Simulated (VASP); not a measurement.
A run of VASP 6.6.1:

File INCAR:

```
ALGO = Normal
EDIFF = 1E-7
ENCUT = 520
ISIF = 2
ISMEAR = 0
LASPH = True
LCHARG = True
LELF = True
LREAL = False
LVHAR = True
LWAVE = False
NBANDS = 11
NELM = 100
PREC = Accurate
SIGMA = 0.15
```

File KPOINTS:

```
k-points
0
Gamma
  21 21 10
```

File POSCAR:

```
Si
1.0
    2.5322986339      0.0000000000      0.0000000000
   -1.2661493170      2.1930349470      0.0000000000
    0.0000000000      0.0000000000      4.3936125382
Si
2
Direct
    0.3333333333      0.6666666667      0.2500000000
    0.6666666667      0.3333333333      0.7500000000
```

Potentials or basis: VASP PAW LDA potentials, release 64 (Si).

Run with:

```sh
$ cat potpaw_LDA.64/Si/POTCAR > POTCAR
$ mpirun -np 1 vasp_std > vasp.out
```

Hardware: 1 thread of Intel Xeon 6975P-C, on a shared host.

Q: Estimate the wall time of this run.

A: Run time: 36 s on 1 thread of Intel Xeon 6975P-C, with other jobs on the host, peak memory 0.17 GiB. Counts: scf iterations 11, k points 288.
